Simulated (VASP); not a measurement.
# AlSi16 (a cell with a defect) in VASP: notebook

The runs below take AlSi16 (a cell with a defect) through single point, with PBE.

Program: VASP 6.6.1. These are calculated values, not measurements. Logs are shortened: lines on timing, memory, paths and dates and some standing lists are left out, and cuts for length are marked.

## Step 1: The cell of the first run

The cell holds a defect, 17 atoms: a = 7.679 Å, b = 7.679 Å, c = 7.679 Å, α = 60.00°, β = 60.00°, γ = 60.00°.

## Step 2: Single point, PBE, collinear spin, zero start

INCAR reads:

```
SYSTEM = AlSi16
PREC = Accurate ; ENCUT = 520
EDIFF = 1E-7 ; ISMEAR = 0
SIGMA = 0.05 ; LREAL = Auto
LASPH = .True. ; NELM = 150
ALGO = Normal ; ISIF = 2
LWAVE = .False. ; LCHARG = .True.
ISPIN = 2 ; MAGMOM = 0 0 0 0 0 0 0 0 0 0 0 0 0 0 0 0 0
LORBIT = 11 ; GGA = PE
LELF = .True. ; LVHAR = .True.
NBANDS = 52
```

KPOINTS reads:

```
Automatic mesh
0
Gamma
  2 2 2
  0 0 0
```

POSCAR reads:

```
AlSi16
1.0
    0.0000000000      5.4300000000      5.4300000000
    5.4300000000      0.0000000000      5.4300000000
    5.4300000000      5.4300000000      0.0000000000
Si Al
16 1
Direct
   -0.0040186004      0.0015510129      0.0014077348
    0.1263411602      0.1238577348      0.1237150092
    0.0043763352     -0.0128916206      0.5044466851
    0.1263624309      0.1239108656      0.6264325967
    0.0043945672      0.5045958564     -0.0130743094
    0.1263590239      0.6265700737      0.1237728361
    0.0044745856      0.5046801105      0.5045469613
    0.1250279926      0.6253171271      0.6251344383
    0.5013346225      0.0015290976      0.0013996317
    0.6249943831      0.1252100368      0.1250676796
    0.5013363720      0.0015573665      0.4960529466
    0.6236430939      0.1238685083      0.6264069982
    0.5013411602      0.4961965930      0.0014190608
    0.6236562615      0.6265360037      0.1237389503
    0.4868180479      0.5046088398      0.5044780847
    0.6236931860      0.6265732965      0.6264325967
    0.8750297422      0.3753218232      0.3751369245
```

Potentials or basis: VASP PAW PBE potentials, release 64 (Si, Al).

Started as:

```bash
$ cat potpaw_PBE.64/Si/POTCAR potpaw_PBE.64/Al/POTCAR > POTCAR
$ mpirun -np 1 vasp_std > vasp.out
```

OUTCAR:

```text
SYSTEM = AlSi16
   PREC = Accurate
   ENCUT = 520
   EDIFF = 1E-7
   ISMEAR = 0
   LREAL = Auto
   LASPH = .True.
   NELM = 150
   ISIF = 2
   ISPIN = 2
   LORBIT = 11
   GGA = PE

 ion  position               nearest neighbor table
   1  0.996  0.002  0.001-  10 2.33   2 2.35   4 2.35   6 2.35
   2  0.126  0.124  0.124-   1 2.35   9 2.35   3 2.39   5 2.39  17 2.73
   3  0.004  0.987  0.504-   8 2.27   2 2.39  12 2.39   4 2.39  17 2.43
   4  0.126  0.124  0.626-  11 2.35   1 2.35   3 2.39   7 2.39  17 2.73
   5  0.004  0.505  0.987-   8 2.27   2 2.39  14 2.39   6 2.39  17 2.43
   6  0.126  0.627  0.124-   1 2.35  13 2.35   7 2.39   5 2.39  17 2.73
   7  0.004  0.505  0.505-   8 2.27   4 2.39   6 2.39  16 2.39  17 2.43
   8  0.125  0.625  0.625-   7 2.27  15 2.27   3 2.27   5 2.27
   9  0.501  0.002  0.001-  10 2.33  12 2.35  14 2.35   2 2.35
  10  0.625  0.125  0.125-  11 2.33  13 2.33   1 2.33   9 2.33
  11  0.501  0.002  0.496-  10 2.33  12 2.35   4 2.35  16 2.35
  12  0.624  0.124  0.626-  11 2.35   9 2.35   3 2.39  15 2.39  17 2.73
  13  0.501  0.496  0.001-  10 2.33  14 2.35   6 2.35  16 2.35
  14  0.624  0.627  0.124-  13 2.35   9 2.35   5 2.39  15 2.39  17 2.73
  15  0.487  0.505  0.504-   8 2.27  14 2.39  12 2.39  16 2.39  17 2.43
  16  0.624  0.627  0.626-  11 2.35  13 2.35   7 2.39  15 2.39  17 2.73
  17  0.875  0.375  0.375-   5 2.43  15 2.43   7 2.43   3 2.43  16 2.73   6 2.73   4 2.73  14 2.73
                            12 2.73   2 2.73

  LATTYP: Found a face centered cubic cell.
 ALAT       =    10.8600000000

  Lattice vectors:

 A1 = (   0.0000000000,   5.4300000000,   5.4300000000)
 A2 = (   5.4300000000,   0.0000000000,   5.4300000000)
 A3 = (   5.4300000000,   5.4300000000,   0.0000000000)

Analysis of symmetry for initial positions (statically):
=====================================================================
 Subroutine PRICEL returns:
 Original cell was already a primitive cell.

 Routine SETGRP: Setting up the symmetry group for a
 face centered cubic supercell.

 Subroutine GETGRP returns: Found  1 space group operations
 (whereof  1 operations were pure point group operations)
 out of a pool of 48 trial point group operations.

The static configuration has the point symmetry C_1 .

Analysis of symmetry for dynamics (positions and initial velocities):
=====================================================================
 Subroutine PRICEL returns:
 Original cell was already a primitive cell.

 Routine SETGRP: Setting up the symmetry group for a
 face centered cubic supercell.

 Subroutine GETGRP returns: Found  1 space group operations
 (whereof  1 operations were pure point group operations)
 out of a pool of 48 trial point group operations.

The dynamic configuration has the point symmetry C_1 .

Analysis of structural, dynamic, and magnetic symmetry:
=====================================================================
 Subroutine PRICEL returns:
 Original cell was already a primitive cell.

 Routine SETGRP: Setting up the symmetry group for a
 face centered cubic supercell.

 Subroutine GETGRP returns: Found  1 space group operations
 (whereof  1 operations were pure point group operations)
 out of a pool of 48 trial point group operations.

The overall configuration has the point symmetry C_1 .

 Subroutine INISYM returns: Found  1 space group operations
 (whereof  1 operations are pure point group operations),
 and found     1 'primitive' translations

----------------------------------------------------------------------------------------

                                     Primitive cell

  volume of cell :     320.2060

  direct lattice vectors                    reciprocal lattice vectors
     0.000000000  5.430000000  5.430000000    -0.092081031  0.092081031  0.092081031
     5.430000000  0.000000000  5.430000000     0.092081031 -0.092081031  0.092081031
     5.430000000  5.430000000  0.000000000     0.092081031  0.092081031 -0.092081031

  length of vectors
     7.679179644  7.679179644  7.679179644     0.159489025  0.159489025  0.159489025

  position of ions in fractional coordinates (direct lattice)
     0.995981400  0.001551013  0.001407735
     0.126341160  0.123857735  0.123715009
     0.004376335  0.987108379  0.504446685
     0.126362431  0.123910866  0.626432597
     0.004394567  0.504595856  0.986925691
     0.126359024  0.626570074  0.123772836
[... 9 lines left out ...]
     0.623693186  0.626573296  0.626432597
     0.875029742  0.375321823  0.375136924

  ion indices of the primitive-cell ions
   primitive index   ion index
                 1           1
                 2           2
                 3           3
                 4           4
                 5           5
                 6           6
[... 9 lines left out ...]
                16          16
                17          17

----------------------------------------------------------------------------------------

 KPOINTS: Automatic mesh

Automatic generation of k-mesh.
 Grid dimensions read from file:
 generate k-points for:    2    2    2

 Generating k-lattice:

  Cartesian coordinates                     Fractional coordinates (reciprocal lattice)
    -0.046040516  0.046040516  0.046040516     0.500000000  0.000000000  0.000000000
     0.046040516 -0.046040516  0.046040516     0.000000000  0.500000000  0.000000000
     0.046040516  0.046040516 -0.046040516     0.000000000  0.000000000  0.500000000

  Length of vectors
     0.079744512  0.079744512  0.079744512

  Shift w.r.t. Gamma in fractional coordinates (k-lattice)
     0.000000000  0.000000000  0.000000000

 Subroutine IBZKPT returns following result:
 ===========================================

 Found      8 irreducible k-points:

 Following reciprocal coordinates:
            Coordinates               Weight
  0.000000  0.000000  0.000000      1.000000
  0.500000  0.000000  0.000000      1.000000
  0.000000  0.500000  0.000000      1.000000
  0.000000  0.000000  0.500000      1.000000
  0.500000  0.500000  0.500000      1.000000
  0.500000  0.500000  0.000000      1.000000
  0.000000  0.500000  0.500000      1.000000
  0.500000  0.000000  0.500000      1.000000
   k-points           NKPTS =      8   k-points in BZ     NKDIM =      8   number of bands    NBANDS=     52
   number of dos      NEDOS =    301   number of ions     NIONS =     17
   total plane-waves  NPLWV = 216000
   dimension x,y,z NGX =    60 NGY =   60 NGZ =   60
   dimension x,y,z NGXF=   120 NGYF=  120 NGZF=  120
   ions per type =              16   1
   NGX,Y,Z   is equivalent  to a cutoff of  12.99, 12.99, 12.99 a.u.
   NGXF,Y,Z  is equivalent  to a cutoff of  25.98, 25.98, 25.98 a.u.
 SYSTEM =  AlSi16
   PREC   = accura    normal or accurate (medium, high low for compatibility)
   ISTART =      0    job   : 0-new  1-cont  2-samecut
   ICHARG =      2    charge: 1-file 2-atom 10-const
   ISPIN  =      2    spin polarized calculation?
   LNONCOLLINEAR =      F non collinear calculations
   LSORBIT =      F    spin-orbit coupling
   LASPH  =      T    aspherical Exc in radial PAW
   ENCUT  =  520.0 eV  38.22 Ry    6.18 a.u.  14.28 14.28 14.28*2*pi/ulx,y,z
   NELM   =    150;   NELMIN=  2; NELMDL= -5     # of ELM steps
   EDIFF  = 0.1E-06   stopping-criterion for ELM
   LREAL  =      T    real-space projection
   EDIFFG = 0.1E-05   stopping-criterion for IOM
   NSW    =      0    number of steps for IOM
   IBRION =     -1    ionic relax: 0-MD 1-quasi-New 2-CG
   NFREE  =      0    steps in history (QN), initial steepest desc. (CG)
   ISIF   =      2    stress and relaxation
   ISYM   =      2    0-nonsym 1-usesym 2-fastsym
   POTIM  = 0.5000    time-step for ionic-motion
   TEBEG  =    0.0;   TEEND  =   0.0 temperature during run
   PSTRESS=    0.0 pullay stress
   NELECT =      67.0000    total number of electrons
   NUPDOWN=      -1.0000    fix difference up-down
   EMIN   =  10.00;   EMAX   =-10.00  energy-range for DOS
   EFERMI =   0.00;   METHOD = LEGACY
   ISMEAR =     0;   SIGMA  =   0.05  broadening in eV -4-tet -1-fermi 0-gaus
   EFERMI_NEDOS =   21; number of points for ismear=-14 and -15
   IALGO  =     38    algorithm
   IMIX   =      4    mixing-type and parameters
     AMIX     =   0.40;   BMIX     =  1.00
     AMIX_MAG =   1.60;   BMIX_MAG =  1.00
  volume/ion in A,a.u.               =      18.84       127.11
  Fermi-wavevector in a.u.,A,eV,Ry     =   0.971904  1.836632 12.852022  0.944597
  Thomas-Fermi vector in A             =   2.102159
   LORBIT       =     11    0 simple, 1 ext, 2 COOP (PROOUT), +10 PAW based schemes
   GGA     = PE    functional components
   LHFCALC =     F    Hartree Fock is set to
   AEXX    =    0.0000 exact exchange contribution
   IVDW    =     0    specifies the selected vdW correction
   LEPSILON=     F    determine dielectric tensor
   LRPA    =     F    only Hartree local field effects (RPA)
 spin polarized calculation
 Gauss-broadening in eV      SIGMA  =   0.05
  energy-cutoff  :      520.00
  volume of cell :      320.21
 maximum number of plane-waves:      8646
 NGX is ok and might be reduce to    60
   NGX = 29   NGY = 29   NGZ = 29

 number of electron      67.0000001 magnetization       0.0000508

 Free energy of the ion-electron system (eV)
  ---------------------------------------------------
  ext. energy  EPLUGINS =         0.00000000
  ---------------------------------------------------
  free energy    TOTEN  =       -86.69704578 eV

  energy without entropy =      -86.68999342  energy(sigma->0) =      -86.69351960

 E-fermi :   6.9025     XC(G=0):  -9.6570

 val. band max:        6.9024262190   @ k =   0.0000   0.0000   0.0000
 cond. band min:       6.9025139803   @ k =   0.0000   0.0000   0.0000
 fundamental gap:      0.0000877612
 Fermi energy:         6.9024701036

 spin component 1

 k-point     1 :       0.0000    0.0000    0.0000
  band No.  band energies     occupation
      1      -6.0076      1.00000
      2      -3.5570      1.00000
      3      -3.5374      1.00000
      4      -3.5373      1.00000
      5      -3.5372      1.00000
      6      -2.4023      1.00000
[... 373 lines left out ...]
     44      10.3349      0.00000
     45      10.4683      0.00000
 Fermi energy:         6.9024701036

 spin component 2

 k-point     1 :       0.0000    0.0000    0.0000
  band No.  band energies     occupation
      1      -6.0076      1.00000
      2      -3.5570      1.00000
      3      -3.5374      1.00000
      4      -3.5373      1.00000
      5      -3.5372      1.00000
      6      -2.4023      1.00000
[... 373 lines left out ...]
     44      10.3349      0.00000
     45      10.4683      0.00000
 [bands above 45 left out]

------------------------ aborting loop because EDIFF is reached ----------------------------------------

  FORCE on cell =-STRESS in cart. coord.  units (eV):
  Direction    XX          YY          ZZ          XY          YZ          ZX
  --------------------------------------------------------------------------------------
  -------------------------------------------------------------------------------------
  Total       10.7818988     10.7831845     10.7828619     -0.0031437     -0.0050840     -0.0013427
  in kB       53.9481242     53.9545574     53.9529431     -0.0157297     -0.0254380     -0.0067182
  external PRESSURE =      53.9518749 kB  Pullay stress =       0.0000000 kB

 VOLUME and BASIS-vectors are now :
 -----------------------------------------------------------------------------
  energy-cutoff  :      520.00
  volume of cell :      320.21
      direct lattice vectors                 reciprocal lattice vectors
     0.000000000  5.430000000  5.430000000    -0.092081031  0.092081031  0.092081031
     5.430000000  0.000000000  5.430000000     0.092081031 -0.092081031  0.092081031
     5.430000000  5.430000000  0.000000000     0.092081031  0.092081031 -0.092081031

 POSITION                                       TOTAL-FORCE (eV/Angst)
 -----------------------------------------------------------------------------------
      0.01607      5.41582      5.41660        -0.011588      0.011744      0.011313
      1.34432      1.35780      1.35858        -0.011619      0.000758      0.000518
      8.09914      2.76291      5.38376         0.001126     -0.000557      0.001307
      4.07437      4.08768      1.35898        -0.001255      0.011847     -0.001224
      8.09896      5.38287      2.76382         0.001711      0.001141      0.000268
      4.07436      1.35822      4.08840        -0.001640     -0.000906      0.013254
[... 9 lines left out ...]
      6.80382      6.78818      6.78895         0.013374     -0.000891     -0.001592
      4.07499      6.78841      6.78941         0.000629      0.001087      0.000549
 -----------------------------------------------------------------------------------
    total drift:                               -0.000515     -0.001507     -0.000510

  FREE ENERGIE OF THE ION-ELECTRON SYSTEM (eV)
  ---------------------------------------------------
  free  energy   TOTEN  =       -86.6970457828 eV

  energy  without entropy=      -86.6899934171  energy(sigma->0) =      -86.69351960

 total charge

# of ion       s       p       d       tot
------------------------------------------
    1        0.746   0.949   0.000   1.696
    2        0.743   0.929   0.000   1.672
    3        0.758   0.950   0.000   1.708
    4        0.743   0.929   0.000   1.672
    5        0.758   0.950   0.000   1.708
    6        0.743   0.929   0.000   1.672
[... 9 lines left out ...]
   16        0.743   0.929   0.000   1.672
   17        0.507   0.335   0.000   0.843
--------------------------------------------------
tot         12.479  15.471   0.000  27.950

 magnetization (x)

# of ion       s       p       d       tot
------------------------------------------
    1       -0.000   0.000   0.000   0.000
    2        0.000  -0.000   0.000   0.000
    3        0.000   0.000   0.000   0.000
    4        0.000  -0.000   0.000   0.000
    5        0.000   0.000   0.000   0.000
    6        0.000  -0.000   0.000   0.000
[... 9 lines left out ...]
   16        0.000  -0.000   0.000   0.000
   17       -0.000  -0.000   0.000  -0.000
--------------------------------------------------
tot          0.000   0.000   0.000   0.000
```

Run time: 4.4 min. Hardware: 1 thread of Intel Xeon 6975P-C (Granite Rapids), shared host; peak memory 0.7 GiB.

Results:

* Free energy: -86.6970 eV
* Pressure: 5.4 GPa
* Largest force: 0.021 eV/Å
* Net moment: 0.00 μB per cell
* Valence electrons inside the program's atomic spheres: Si 1.70, 1.67, 1.71, 1.75; Al 0.84

Forces on the atoms (eV/Å):
```
Si  -0.012  0.012  0.011
Si  -0.012  0.001  0.001
Si   0.001 -0.001  0.001
Si  -0.001  0.012 -0.001
Si   0.002  0.001  0.000
Si  -0.002 -0.001  0.013
Si  -0.001 -0.001 -0.001
Si  -0.002  0.000 -0.001
Si  -0.011 -0.011 -0.011
Si  -0.002 -0.001 -0.002
Si   0.012  0.012 -0.012
Si   0.000  0.001 -0.012
Si   0.012 -0.012  0.012
Si   0.000 -0.013  0.000
Si   0.001  0.001  0.002
Si   0.013 -0.001 -0.002
Al   0.001  0.001  0.001
```

Caveat: the k points lie up to 0.50 Å⁻¹ apart.

(Part 1 of 2 ends here.)
